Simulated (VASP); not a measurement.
# In (P6/mmm) in VASP: a series of runs

The runs below take In through single point, with PBE.

Program: VASP 6.6.1. These are calculated values, not measurements. Logs are shortened: lines on timing, memory, paths and dates and some standing lists are left out, and cuts for length are marked.

### 1 The cell of the first run

The structure is hexagonal, space group P6/mmm (No. 191). The conventional cell has a = 5.383 Å, b = 5.383 Å, c = 3.337 Å, α = 90.00°, β = 90.00°, γ = 120.00°. Within 4.4 Å of In (site symmetry 6/mmm) lie 14 In at 3.34 to 3.53 Å. In (site symmetry -6m2) has 11 In at 3.11 to 3.53 Å within 4.1 Å.

### 2 Single point, PBE

INCAR

```
SYSTEM = In
  PREC = Accurate
  ENCUT = 520
  EDIFF = 1E-6
  ISMEAR = -1
  SIGMA = 0.1
  LREAL = .False.
  LASPH = .True.
  NELM = 100
  ALGO = Normal
  ISIF = 2
  LWAVE = .False.
  LCHARG = .False.
  GGA = PE
  NBANDS = 26
```

KPOINTS

```
Automatic mesh
0
Gamma
  7 7 10
  0 0 0
```

POSCAR

```
In
1.0
    5.3830232403      0.0000000000      0.0000000000
   -2.6915116202      4.6618348753      0.0000000000
    0.0000000000      0.0000000000      3.3374291875
In
3
Direct
    0.0000000000      1.0000000000      0.0000000000
    0.3333333333      0.6666666667      0.5000000000
    0.6666666667      0.3333333333      0.5000000000
```

Potentials or basis: VASP PAW PBE potentials, release 64 (In_d).

Command:

```sh
$ cat potpaw_PBE.64/In_d/POTCAR > POTCAR
$ mpirun -np 1 vasp_std > vasp.out
```

OUTCAR:

```text
SYSTEM = In
   PREC = Accurate
   ENCUT = 520
   EDIFF = 1E-6
   ISMEAR = -1
   LREAL = .False.
   LASPH = .True.
   NELM = 100
   ISIF = 2
   GGA = PE

 ion  position               nearest neighbor table
   1  0.000  0.000  0.000-   2 3.53   3 3.53   2 3.53   3 3.53   3 3.53   3 3.53   2 3.53   2 3.53
                             3 3.53   3 3.53   2 3.53   2 3.53
   2  0.333  0.667  0.500-   3 3.11   3 3.11   3 3.11   1 3.53   1 3.53   1 3.53   1 3.53   1 3.53
                             1 3.53
   3  0.667  0.333  0.500-   2 3.11   2 3.11   2 3.11   1 3.53   1 3.53   1 3.53   1 3.53   1 3.53
                             1 3.53

  LATTYP: Found a hexagonal cell.
 ALAT       =     5.3830232403
 C/A-ratio  =     0.6199915992

  Lattice vectors:

 A1 = (   5.3830232403,   0.0000000000,   0.0000000000)
 A2 = (  -2.6915116202,   4.6618348753,   0.0000000000)
 A3 = (   0.0000000000,   0.0000000000,   3.3374291875)

Analysis of symmetry for initial positions (statically):
=====================================================================
 Subroutine PRICEL returns:
 Original cell was already a primitive cell.

 Routine SETGRP: Setting up the symmetry group for a
 hexagonal supercell.

 Subroutine GETGRP returns: Found 24 space group operations
 (whereof 24 operations were pure point group operations)
 out of a pool of 24 trial point group operations.

The static configuration has the point symmetry D_6h.

Analysis of symmetry for dynamics (positions and initial velocities):
=====================================================================
 Subroutine PRICEL returns:
 Original cell was already a primitive cell.

 Routine SETGRP: Setting up the symmetry group for a
 hexagonal supercell.

 Subroutine GETGRP returns: Found 24 space group operations
 (whereof 24 operations were pure point group operations)
 out of a pool of 24 trial point group operations.

The dynamic configuration has the point symmetry D_6h.

 Subroutine INISYM returns: Found 24 space group operations
 (whereof 24 operations are pure point group operations),
 and found     1 'primitive' translations

----------------------------------------------------------------------------------------

                                     Primitive cell

  volume of cell :      83.7520

  direct lattice vectors                    reciprocal lattice vectors
     5.383023240  0.000000000  0.000000000     0.185769215  0.107253906  0.000000000
    -2.691511620  4.661834875  0.000000000     0.000000000  0.214507812  0.000000000
     0.000000000  0.000000000  3.337429188     0.000000000  0.000000000  0.299631826

  length of vectors
     5.383023240  5.383023240  3.337429188     0.214507812  0.214507812  0.299631826

  position of ions in fractional coordinates (direct lattice)
     0.000000000  0.000000000  0.000000000
     0.333333333  0.666666667  0.500000000
     0.666666667  0.333333333  0.500000000

  ion indices of the primitive-cell ions
   primitive index   ion index
                 1           1
                 2           2
                 3           3

----------------------------------------------------------------------------------------

 KPOINTS: Automatic mesh

Automatic generation of k-mesh.
 Grid dimensions read from file:
 generate k-points for:    7    7   10

 Generating k-lattice:

  Cartesian coordinates                     Fractional coordinates (reciprocal lattice)
     0.026538459  0.015321987  0.000000000     0.142857143  0.000000000  0.000000000
     0.000000000  0.030643973  0.000000000     0.000000000  0.142857143  0.000000000
     0.000000000  0.000000000  0.029963183     0.000000000  0.000000000  0.100000000

  Length of vectors
     0.030643973  0.030643973  0.029963183

  Shift w.r.t. Gamma in fractional coordinates (k-lattice)
     0.000000000  0.000000000  0.000000000

 Subroutine IBZKPT returns following result:
 ===========================================

 Found     48 irreducible k-points:

 Following reciprocal coordinates:
            Coordinates               Weight
  0.000000  0.000000  0.000000      1.000000
  0.142857  0.000000  0.000000      6.000000
  0.285714  0.000000  0.000000      6.000000
  0.428571 -0.000000  0.000000      6.000000
  0.142857  0.142857  0.000000      6.000000
  0.285714  0.142857  0.000000     12.000000
[... 16 lines left out ...]
  0.428571  0.142857  0.200000     12.000000
  0.285714  0.285714  0.200000     12.000000
 [... further k-points ...]
   k-points           NKPTS =     48   k-points in BZ     NKDIM =     48   number of bands    NBANDS=     26
   number of dos      NEDOS =    301   number of ions     NIONS =      3
   total plane-waves  NPLWV =  44800
   dimension x,y,z NGX =    40 NGY =   40 NGZ =   28
   dimension x,y,z NGXF=    80 NGYF=   80 NGZF=   56
   ions per type =               3
   NGX,Y,Z   is equivalent  to a cutoff of  12.35, 12.35, 13.95 a.u.
   NGXF,Y,Z  is equivalent  to a cutoff of  24.71, 24.71, 27.90 a.u.
 SYSTEM =  In
   PREC   = accura    normal or accurate (medium, high low for compatibility)
   ISTART =      0    job   : 0-new  1-cont  2-samecut
   ICHARG =      2    charge: 1-file 2-atom 10-const
   ISPIN  =      1    spin polarized calculation?
   LNONCOLLINEAR =      F non collinear calculations
   LSORBIT =      F    spin-orbit coupling
   LASPH  =      T    aspherical Exc in radial PAW
   ENCUT  =  520.0 eV  38.22 Ry    6.18 a.u.  10.01 10.01  6.21*2*pi/ulx,y,z
   NELM   =    100;   NELMIN=  2; NELMDL= -5     # of ELM steps
   EDIFF  = 0.1E-05   stopping-criterion for ELM
   LREAL  =      F    real-space projection
   EDIFFG = 0.1E-04   stopping-criterion for IOM
   NSW    =      0    number of steps for IOM
   IBRION =     -1    ionic relax: 0-MD 1-quasi-New 2-CG
   NFREE  =      0    steps in history (QN), initial steepest desc. (CG)
   ISIF   =      2    stress and relaxation
   ISYM   =      2    0-nonsym 1-usesym 2-fastsym
   POTIM  = 0.5000    time-step for ionic-motion
   TEBEG  =    0.0;   TEEND  =   0.0 temperature during run
   PSTRESS=    0.0 pullay stress
   NELECT =      39.0000    total number of electrons
   NUPDOWN=      -1.0000    fix difference up-down
   EMIN   =  10.00;   EMAX   =-10.00  energy-range for DOS
   EFERMI =   0.00;   METHOD = LEGACY
   ISMEAR =    -1;   SIGMA  =   0.10  broadening in eV -4-tet -1-fermi 0-gaus
   EFERMI_NEDOS =   21; number of points for ismear=-14 and -15
   IALGO  =     38    algorithm
   IMIX   =      4    mixing-type and parameters
     AMIX     =   0.40;   BMIX     =  1.00
     AMIX_MAG =   1.60;   BMIX_MAG =  1.00
  volume/ion in A,a.u.               =      27.92       188.40
  Fermi-wavevector in a.u.,A,eV,Ry     =   1.268911  2.397895 21.907232  1.610136
  Thomas-Fermi vector in A             =   2.401981
   LORBIT       =      0    0 simple, 1 ext, 2 COOP (PROOUT), +10 PAW based schemes
   GGA     = PE    functional components
   LHFCALC =     F    Hartree Fock is set to
   AEXX    =    0.0000 exact exchange contribution
   IVDW    =     0    specifies the selected vdW correction
   LEPSILON=     F    determine dielectric tensor
   LRPA    =     F    only Hartree local field effects (RPA)
 non-spin polarized calculation
  energy-cutoff  :      520.00
  volume of cell :       83.75
 maximum number of plane-waves:      2275
   NGX = 21   NGY = 21   NGZ = 13

 number of electron      39.0000005 magnetization

 Free energy of the ion-electron system (eV)
  ---------------------------------------------------
  ext. energy  EPLUGINS =         0.00000000
  ---------------------------------------------------
  free energy    TOTEN  =        -7.67463278 eV

  energy without entropy =       -7.64265299  energy(sigma->0) =       -7.65864288

 E-fermi :   6.8479     XC(G=0):  -9.9428

 val. band max:        6.7838352689   @ k =   0.2857   0.0000   0.5000
 cond. band min:       6.8769679450   @ k =   0.2857   0.1429   0.3000
 fundamental gap:      0.0931326761
 Fermi energy:         6.8478611805

 k-point     1 :       0.0000    0.0000    0.0000
  band No.  band energies     occupation
      1      -7.9906      2.00000
      2      -7.7899      2.00000
      3      -7.7899      2.00000
      4      -7.7763      2.00000
      5      -7.7659      2.00000
      6      -7.6903      2.00000
[... 18 lines left out ...]
     25      17.0931      0.00000
     26      17.1073      0.00000

 k-point     2 :       0.1429    0.0000    0.0000
  band No.  band energies     occupation
      1      -7.9831      2.00000
      2      -7.8316      2.00000
      3      -7.8179      2.00000
      4      -7.7817      2.00000
      5      -7.7503      2.00000
      6      -7.7089      2.00000
[... 18 lines left out ...]
     25      16.0808      0.00000
     26      16.5006      0.00000

 k-point     3 :       0.2857    0.0000    0.0000
  band No.  band energies     occupation
      1      -7.9651      2.00000
      2      -7.8896      2.00000
      3      -7.8616      2.00000
      4      -7.7978      2.00000
      5      -7.7579      2.00000
      6      -7.7323      2.00000
[... 18 lines left out ...]
     25      14.6535      0.00000
     26      15.0023      0.00000

 k-point     4 :       0.4286   -0.0000    0.0000
  band No.  band energies     occupation
      1      -7.9523      2.00000
      2      -7.9237      2.00000
      3      -7.8874      2.00000
      4      -7.8141      2.00000
      5      -7.7639      2.00000
      6      -7.7455      2.00000
[... 18 lines left out ...]
     25      12.8035      0.00000
     26      13.9164      0.00000

 k-point     5 :       0.1429    0.1429    0.0000
  band No.  band energies     occupation
      1      -7.9703      2.00000
      2      -7.8655      2.00000
      3      -7.8653      2.00000
      4      -7.7854      2.00000
      5      -7.7541      2.00000
      6      -7.7189      2.00000
[... 18 lines left out ...]
     25      14.8965      0.00000
     26      15.9025      0.00000

 k-point     6 :       0.2857    0.1429    0.0000
  band No.  band energies     occupation
      1      -7.9542      2.00000
      2      -7.9134      2.00000
      3      -7.8940      2.00000
      4      -7.7972      2.00000
      5      -7.7626      2.00000
      6      -7.7310      2.00000
[... 427 lines left out ...]
 k-point    21 :       0.1429    0.1429    0.2000
  band No.  band energies     occupation
      1      -7.9044      2.00000
      2      -7.8508      2.00000
      3      -7.8502      2.00000
      4      -7.7886      2.00000
      5      -7.7651      2.00000
      6      -7.6996      2.00000
[... 18 lines left out ...]
     25      12.1091      0.00000
     26      14.3313      0.00000

 k-point    22 :       0.2857    0.1429    0.2000
  band No.  band energies     occupation
      1      -7.9235      2.00000
      2      -7.8743      2.00000
      3      -7.8556      2.00000
      4      -7.7847      2.00000
      5      -7.7516      2.00000
      6      -7.7070      2.00000
[... 18 lines left out ...]
     25      12.3568      0.00000
     26      12.4283      0.00000

 k-point    23 :       0.4286    0.1429    0.2000
  band No.  band energies     occupation
      1      -7.9323      2.00000
      2      -7.8826      2.00000
      3      -7.8558      2.00000
      4      -7.7823      2.00000
      5      -7.7453      2.00000
      6      -7.7113      2.00000
[... 18 lines left out ...]
     25      13.0155      0.00000
     26      13.2118      0.00000

 k-point    24 :       0.2857    0.2857    0.2000
  band No.  band energies     occupation
      1      -7.9398      2.00000
      2      -7.8673      2.00000
      3      -7.8615      2.00000
      4      -7.7854      2.00000
      5      -7.7348      2.00000
      6      -7.7105      2.00000
[... 18 lines left out ...]
     25      13.6686      0.00000
     26      13.8069      0.00000

 [... further k-points ...]

------------------------ aborting loop because EDIFF is reached ----------------------------------------

  FORCE on cell =-STRESS in cart. coord.  units (eV):
  Direction    XX          YY          ZZ          XY          YZ          ZX
  --------------------------------------------------------------------------------------
  -------------------------------------------------------------------------------------
  Total       -0.0240756     -0.0240756     -0.0282455      0.0000000     -0.0000000      0.0000000
  in kB       -0.4605672     -0.4605672     -0.5403373      0.0000000     -0.0000000      0.0000000
  external PRESSURE =      -0.4871572 kB  Pullay stress =       0.0000000 kB

 VOLUME and BASIS-vectors are now :
 -----------------------------------------------------------------------------
  energy-cutoff  :      520.00
  volume of cell :       83.75
      direct lattice vectors                 reciprocal lattice vectors
     5.383023240  0.000000000  0.000000000     0.185769215  0.107253906  0.000000000
    -2.691511620  4.661834875  0.000000000     0.000000000  0.214507812  0.000000000
     0.000000000  0.000000000  3.337429188     0.000000000  0.000000000  0.299631826

 POSITION                                       TOTAL-FORCE (eV/Angst)
 -----------------------------------------------------------------------------------
      0.00000      0.00000      0.00000        -0.000000      0.000000      0.000000
     -0.00000      3.10789      1.66871         0.000000      0.000000      0.000000
      2.69151      1.55394      1.66871        -0.000000     -0.000000     -0.000000
 -----------------------------------------------------------------------------------
    total drift:                               -0.000000      0.000000      0.000000

  FREE ENERGIE OF THE ION-ELECTRON SYSTEM (eV)
  ---------------------------------------------------
  free  energy   TOTEN  =        -7.6746327783 eV

  energy  without entropy=       -7.6426529886  energy(sigma->0) =       -7.65864288
```

Wall time 2.7 min (1 thread of AMD EPYC 7R13, shared host); peak memory 0.21 GiB.

Results:

* Free energy: -7.6746 eV
* Pressure: 0.0 GPa

Levels at points of the mesh, in eV from the Fermi level:
```tsv
k point	band 15	band 16	band 17	band 18	band 19	band 20	band 21	band 22	band 23	band 24
(0.00, 0.00, 0.00)	-14.34	-9.17	-2.82	-2.59	-0.93	-0.93	-0.79	-0.79	4.41	7.73
(0.00, 0.00, 0.50)	-14.29	-5.97	-4.96	0.44	1.01	1.04	1.12	1.12	1.41	2.39
```

Caveat: spin-orbit coupling is left out, which moves the levels of the heavy elements.

### 3 Single point, PBE (volume scaled by 0.88)

INCAR

```
ALGO = Normal
EDIFF = 1E-6
ENCUT = 520
GGA = PE
ISIF = 2
ISMEAR = -1
LASPH = T
LCHARG = F
LREAL = F
LWAVE = F
NBANDS = 26
NELM = 60
PREC = Accurate
SIGMA = 0.1
```

KPOINTS

```
k-points
0
Gamma
  8 8 11
```

POSCAR

```
In
1.0
    5.1584648889      0.0000000000      0.0000000000
   -2.5792324445      4.4673616383      0.0000000000
    0.0000000000      0.0000000000      3.1982048961
In
3
Direct
    0.0000000000      1.0000000000      0.0000000000
    0.3333333333      0.6666666667      0.5000000000
    0.6666666667      0.3333333333      0.5000000000
```

Potentials or basis: VASP PAW PBE potentials, release 64 (In_d).

Command:

```sh
$ cat potpaw_PBE.64/In_d/POTCAR > POTCAR
$ mpirun -np 1 vasp_std > vasp.out
```

Run time: 2.7 min. Hardware: 1 thread of AMD EPYC 7R13, shared host; peak memory 0.21 GiB.

Results (log left out):

| Property | Result |
| --- | --- |
| Free energy | -7.4460 eV |
| Pressure | 6.1 GPa |

Stress tensor (GPa, compression positive):
```
6.28 0.00 0.00
0.00 6.28 0.00
0.00 0.00 5.66
```

Levels at points of the mesh, in eV from the Fermi level:
```
           k point  band 15  band 16  band 17  band 18  band 19  band 20  band 21  band 22  band 23  band 24
(0.00, 0.00, 0.00)   -14.40   -10.07    -2.64    -2.39    -1.18    -1.18    -1.07    -1.07     4.72     8.35
(0.50, 0.00, 0.00)   -14.36    -7.98    -7.97    -3.91    -3.52     3.91     4.03     4.98     5.08     6.76
```

Caveat: spin-orbit coupling is left out, which moves the levels of the heavy elements.

(Part 1 of 2 ends here.)
